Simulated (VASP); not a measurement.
# CsRe2 (I4_1/amd) in VASP: further runs

Runs on CsRe2. Level: PBE. Tasks: single point.

All numbers are computed with VASP 6.6.1; they aren't measurements. Logs are shortened: lines on timing, memory, paths and dates and some standing lists are left out, and cuts for length are marked.

### 1 The cell of the first run

Symmetry: I4_1/amd, No. 141, tetragonal system. Conventional cell: a = 5.128 Å, b = 5.128 Å, c = 12.282 Å, α = 90.00°, β = 90.00°, γ = 90.00°. Within 4.2 Å of Cs (site symmetry -4m2) lie 12 Re at 3.22 to 3.80 Å and 4 Cs at 4.00 Å. Within 3.0 Å of Re (site symmetry 2mm) lie 3 Re at 2.26 to 2.69 Å.

### 2 Single point, PBE

INCAR reads:

```
PREC     = Accurate       # precision mode
ENCUT    = 520            # plane-wave cutoff, eV
EDIFF    = 1E-7           # SCF threshold, eV
ISMEAR   = 0              # smearing method
SIGMA    = 0.1            # smearing width, eV
LREAL    = False          # projectors in reciprocal space
LASPH    = True           # aspherical terms in the spheres
NELM     = 80             # most SCF steps
ALGO     = Fast           # electronic algorithm
ISIF     = 2              # what is computed and relaxed
LWAVE    = False          # write WAVECAR
LCHARG   = False          # write CHGCAR
GGA      = PE             # functional
NBANDS   = 32             # bands
```

KPOINTS reads:

```
regular mesh
0
Gamma
  12 12 12
```

POSCAR reads:

```
CsRe2
1.0
   -2.5641962410      2.5641962410      6.1409113310
    2.5641962410     -2.5641962410      6.1409113310
    2.5641962410      2.5641962410     -6.1409113310
Cs Re
2 4
Direct
    0.0000000000      0.0000000000      0.0000000000
    0.7500000000      0.2500000000      0.5000000000
    0.4081727937      0.4081727937      0.0000000000
    0.1581727937      0.6581727937      0.5000000000
    0.3418272063      0.8418272063      0.5000000000
    0.5918272063      0.5918272063      0.0000000000
```

Potentials or basis: VASP PAW PBE potentials, release 64 (Cs_sv, Re).

Run with:

```console
> cat potpaw_PBE.64/Cs_sv/POTCAR potpaw_PBE.64/Re/POTCAR > POTCAR
> mpirun -np 1 vasp_std > vasp.out
```

OUTCAR:

```text
PREC = Accurate
   ENCUT = 520
   EDIFF = 1E-7
   ISMEAR = 0
   LREAL = False
   LASPH = True
   NELM = 80
   ISIF = 2
   GGA = PE

 ion  position               nearest neighbor table
   1  0.000  0.000  0.000-   4 3.22   5 3.22   4 3.22   5 3.22
   2  0.750  0.250  0.500-   3 3.22   6 3.22   3 3.22   6 3.22
   3  0.408  0.408  0.000-   6 2.26   5 2.69   5 2.69   2 3.22   2 3.22
   4  0.158  0.658  0.500-   5 2.26   6 2.69   6 2.69   1 3.22   1 3.22
   5  0.342  0.842  0.500-   4 2.26   3 2.69   3 2.69   1 3.22   1 3.22
   6  0.592  0.592  0.000-   3 2.26   4 2.69   4 2.69   2 3.22   2 3.22

  LATTYP: Found a body centered tetragonal cell.
 ALAT       =     5.1283924820
 C/A-ratio  =     2.3948679250

  Lattice vectors:

 A1 = (  -2.5641962410,   2.5641962410,   6.1409113310)
 A2 = (   2.5641962410,  -2.5641962410,   6.1409113310)
 A3 = (   2.5641962410,   2.5641962410,  -6.1409113310)

Analysis of symmetry for initial positions (statically):
=====================================================================
 Subroutine PRICEL returns:
 Original cell was already a primitive cell.

 Routine SETGRP: Setting up the symmetry group for a
 body centered tetragonal supercell.

 Subroutine GETGRP returns: Found 16 space group operations
 (whereof  8 operations were pure point group operations)
 out of a pool of 16 trial point group operations.

The static configuration has the point symmetry D_2d.
 The point group associated with its full space group is D_4h.

Analysis of symmetry for dynamics (positions and initial velocities):
=====================================================================
 Subroutine PRICEL returns:
 Original cell was already a primitive cell.

 Routine SETGRP: Setting up the symmetry group for a
 body centered tetragonal supercell.

 Subroutine GETGRP returns: Found 16 space group operations
 (whereof  8 operations were pure point group operations)
 out of a pool of 16 trial point group operations.

The dynamic configuration has the point symmetry D_2d.
 The point group associated with its full space group is D_4h.

 Subroutine INISYM returns: Found 16 space group operations
 (whereof  8 operations are pure point group operations),
 and found     1 'primitive' translations

----------------------------------------------------------------------------------------

                                     Primitive cell

  volume of cell :     161.5085

  direct lattice vectors                    reciprocal lattice vectors
    -2.564196241  2.564196241  6.140911331     0.000000000  0.194992876  0.081421140
     2.564196241 -2.564196241  6.140911331     0.194992876  0.000000000  0.081421140
     2.564196241  2.564196241 -6.140911331     0.194992876  0.194992876  0.000000000

  length of vectors
     7.131689610  7.131689610  7.131689610     0.211309308  0.211309308  0.275761570

  position of ions in fractional coordinates (direct lattice)
     0.000000000  0.000000000  0.000000000
     0.750000000  0.250000000  0.500000000
     0.408172794  0.408172794  0.000000000
     0.158172794  0.658172794  0.500000000
     0.341827206  0.841827206  0.500000000
     0.591827206  0.591827206  0.000000000

  ion indices of the primitive-cell ions
   primitive index   ion index
                 1           1
                 2           2
                 3           3
                 4           4
                 5           5
                 6           6

----------------------------------------------------------------------------------------

 KPOINTS: regular mesh

Automatic generation of k-mesh.
 Grid dimensions read from file:
 generate k-points for:   12   12   12

 Generating k-lattice:

  Cartesian coordinates                     Fractional coordinates (reciprocal lattice)
     0.000000000  0.016249406  0.006785095     0.083333333 -0.000000000  0.000000000
     0.016249406  0.000000000  0.006785095    -0.000000000  0.083333333  0.000000000
     0.016249406  0.016249406  0.000000000     0.000000000  0.000000000  0.083333333

  Length of vectors
     0.017609109  0.017609109  0.022980131

  Shift w.r.t. Gamma in fractional coordinates (k-lattice)
     0.000000000  0.000000000  0.000000000

 Subroutine IBZKPT returns following result:
 ===========================================

 Found    163 irreducible k-points:

 Following reciprocal coordinates:
            Coordinates               Weight
  0.000000  0.000000  0.000000      1.000000
  0.083333 -0.000000  0.000000      8.000000
  0.166667 -0.000000  0.000000      8.000000
  0.250000 -0.000000  0.000000      8.000000
  0.333333 -0.000000  0.000000      8.000000
  0.416667 -0.000000  0.000000      8.000000
[... 16 lines left out ...]
  0.500000  0.166667  0.000000     16.000000
 -0.416667  0.166667 -0.000000     16.000000
 [... further k-points ...]
   k-points           NKPTS =    163   k-points in BZ     NKDIM =    163   number of bands    NBANDS=     32
   number of dos      NEDOS =    301   number of ions     NIONS =      6
   total plane-waves  NPLWV = 157464
   dimension x,y,z NGX =    54 NGY =   54 NGZ =   54
   dimension x,y,z NGXF=   108 NGYF=  108 NGZF=  108
   ions per type =               2   4
   NGX,Y,Z   is equivalent  to a cutoff of  12.59, 12.59, 12.59 a.u.
   NGXF,Y,Z  is equivalent  to a cutoff of  25.18, 25.18, 25.18 a.u.
 SYSTEM =  unknown system
   PREC   = accura    normal or accurate (medium, high low for compatibility)
   ISTART =      0    job   : 0-new  1-cont  2-samecut
   ICHARG =      2    charge: 1-file 2-atom 10-const
   ISPIN  =      1    spin polarized calculation?
   LNONCOLLINEAR =      F non collinear calculations
   LSORBIT =      F    spin-orbit coupling
   LASPH  =      T    aspherical Exc in radial PAW
   ENCUT  =  520.0 eV  38.22 Ry    6.18 a.u.  13.26 13.26 13.26*2*pi/ulx,y,z
   NELM   =     80;   NELMIN=  2; NELMDL= -5     # of ELM steps
   EDIFF  = 0.1E-06   stopping-criterion for ELM
   LREAL  =      F    real-space projection
   EDIFFG = 0.1E-05   stopping-criterion for IOM
   NSW    =      0    number of steps for IOM
   IBRION =     -1    ionic relax: 0-MD 1-quasi-New 2-CG
   NFREE  =      0    steps in history (QN), initial steepest desc. (CG)
   ISIF   =      2    stress and relaxation
   ISYM   =      2    0-nonsym 1-usesym 2-fastsym
   POTIM  = 0.5000    time-step for ionic-motion
   TEBEG  =    0.0;   TEEND  =   0.0 temperature during run
   PSTRESS=    0.0 pullay stress
   NELECT =      46.0000    total number of electrons
   NUPDOWN=      -1.0000    fix difference up-down
   EMIN   =  10.00;   EMAX   =-10.00  energy-range for DOS
   EFERMI =   0.00;   METHOD = LEGACY
   ISMEAR =     0;   SIGMA  =   0.10  broadening in eV -4-tet -1-fermi 0-gaus
   EFERMI_NEDOS =   21; number of points for ismear=-14 and -15
   IALGO  =     68    algorithm
   IMIX   =      4    mixing-type and parameters
     AMIX     =   0.40;   BMIX     =  1.00
     AMIX_MAG =   1.60;   BMIX_MAG =  1.00
  volume/ion in A,a.u.               =      26.92       181.65
  Fermi-wavevector in a.u.,A,eV,Ry     =   1.077116  2.035453 15.785181  1.160178
  Thomas-Fermi vector in A             =   2.213019
   LORBIT       =      0    0 simple, 1 ext, 2 COOP (PROOUT), +10 PAW based schemes
   GGA     = PE    functional components
   LHFCALC =     F    Hartree Fock is set to
   AEXX    =    0.0000 exact exchange contribution
   IVDW    =     0    specifies the selected vdW correction
   LEPSILON=     F    determine dielectric tensor
   LRPA    =     F    only Hartree local field effects (RPA)
 non-spin polarized calculation
 RMM-DIIS sequential band-by-band and
 Gauss-broadening in eV      SIGMA  =   0.10
  energy-cutoff  :      520.00
  volume of cell :      161.51
 maximum number of plane-waves:      4394
 NGX is ok and might be reduce to    54
   NGX = 27   NGY = 27   NGZ = 27

 number of electron      46.0000001 magnetization

 Free energy of the ion-electron system (eV)
  ---------------------------------------------------
  ext. energy  EPLUGINS =         0.00000000
  ---------------------------------------------------
  free energy    TOTEN  =       -40.38151818 eV

  energy without entropy =      -40.34149793  energy(sigma->0) =      -40.36150806

 E-fermi :   3.6577     XC(G=0): -10.3466

 val. band max:        3.6545298840   @ k =   0.4167   0.4167   0.0000
 cond. band min:       3.6581081429   @ k =  -0.2500   0.1667   0.0000
 fundamental gap:      0.0035782589
 Fermi energy:         3.6576831369

 k-point     1 :       0.0000    0.0000    0.0000
  band No.  band energies     occupation
      1     -17.9732      2.00000
      2     -17.7557      2.00000
      3      -5.7187      2.00000
      4      -5.0707      2.00000
      5      -5.0707      2.00000
      6      -4.8520      2.00000
[... 24 lines left out ...]
     31       6.0099      0.00000
     32       6.6273      0.00000

 k-point     2 :       0.0833   -0.0000    0.0000
  band No.  band energies     occupation
      1     -17.9696      2.00000
      2     -17.7581      2.00000
      3      -5.7038      2.00000
      4      -5.0934      2.00000
      5      -5.0787      2.00000
      6      -4.8963      2.00000
[... 24 lines left out ...]
     31       6.0171      0.00000
     32       6.6437      0.00000
[... 733 lines left out ...]
     31       6.7058      0.00000
     32       7.8064      0.00000

 k-point    24 :      -0.4167    0.1667   -0.0000
  band No.  band energies     occupation
      1     -17.9081      2.00000
      2     -17.8000      2.00000
      3      -5.6419      2.00000
      4      -5.4457      2.00000
      5      -5.1898      2.00000
      6      -5.0402      2.00000
[... 24 lines left out ...]
     31       6.5572      0.00000
     32       6.8424      0.00000

 [... further k-points ...]

------------------------ aborting loop because EDIFF is reached ----------------------------------------

  FORCE on cell =-STRESS in cart. coord.  units (eV):
  Direction    XX          YY          ZZ          XY          YZ          ZX
  --------------------------------------------------------------------------------------
  -------------------------------------------------------------------------------------
  Total        0.1349967      0.1349967     -2.2178303      0.0000000      0.0000000      0.0000000
  in kB        1.3391781      1.3391781    -22.0010579      0.0000000      0.0000000      0.0000000
  external PRESSURE =      -6.4409006 kB  Pullay stress =       0.0000000 kB

 VOLUME and BASIS-vectors are now :
 -----------------------------------------------------------------------------
  energy-cutoff  :      520.00
  volume of cell :      161.51
      direct lattice vectors                 reciprocal lattice vectors
    -2.564196241  2.564196241  6.140911331     0.000000000  0.194992876  0.081421140
     2.564196241 -2.564196241  6.140911331     0.194992876  0.000000000  0.081421140
     2.564196241  2.564196241 -6.140911331     0.194992876  0.194992876  0.000000000

 POSITION                                       TOTAL-FORCE (eV/Angst)
 -----------------------------------------------------------------------------------
      0.00000      0.00000      0.00000         0.000000      0.000000     -0.000000
     -0.00000      2.56420      3.07046         0.000000      0.000000     -0.000000
      0.00000      0.00000      5.01311        -0.000000     -0.000000      0.541591
      2.56420      0.00000      1.94265         0.000000      0.000000      0.541591
      2.56420     -0.00000      4.19826        -0.000000     -0.000000     -0.541591
      0.00000      0.00000      7.26872        -0.000000     -0.000000     -0.541591
 -----------------------------------------------------------------------------------
    total drift:                               -0.000000     -0.000000      0.000000

  FREE ENERGIE OF THE ION-ELECTRON SYSTEM (eV)
  ---------------------------------------------------
  free  energy   TOTEN  =       -40.3815181784 eV

  energy  without entropy=      -40.3414979321  energy(sigma->0) =      -40.36150806
```

Wall time 30 min (1 thread of Intel Xeon 6975P-C (Granite Rapids), shared host); peak memory 0.91 GiB.

What came out:

- Free energy: -40.3815 eV
- Pressure: -0.6 GPa
- Largest force: 0.542 eV/Å
- Band gap on the k mesh: zero (bands 23 and 24 overlap by 1.20 eV)

Forces on the atoms (eV/Å):
```
Cs   0.000  0.000  0.000
Cs   0.000  0.000  0.000
Re   0.000  0.000  0.542
Re   0.000  0.000  0.542
Re   0.000  0.000 -0.542
Re   0.000  0.000 -0.542
```

Levels at points of the mesh, in eV from the Fermi level:
```csv
k point,band 19,band 20,band 21,band 22,band 23,band 24,band 25,band 26,band 27,band 28
"(0.00, 0.00, 0.00)",-1.25,-1.25,-1.01,-0.17,0.94,0.94,1.02,1.12,1.12,1.39
"(0.50, 0.00, 0.00)",-1.12,-1.00,-0.89,-0.76,-0.21,0.33,0.37,0.93,1.16,1.42
"(0.50, 0.50, 0.00)",-1.00,-1.00,-0.59,-0.59,-0.24,-0.24,0.07,0.07,1.66,1.66
"(0.50, 0.50, 0.50)",-1.47,-1.47,-0.44,-0.44,0.20,0.20,1.11,1.11,1.25,1.25
```

Caveat: spin-orbit coupling is left out, which moves the levels of the heavy elements.

(Part 1 of 3 ends here.)
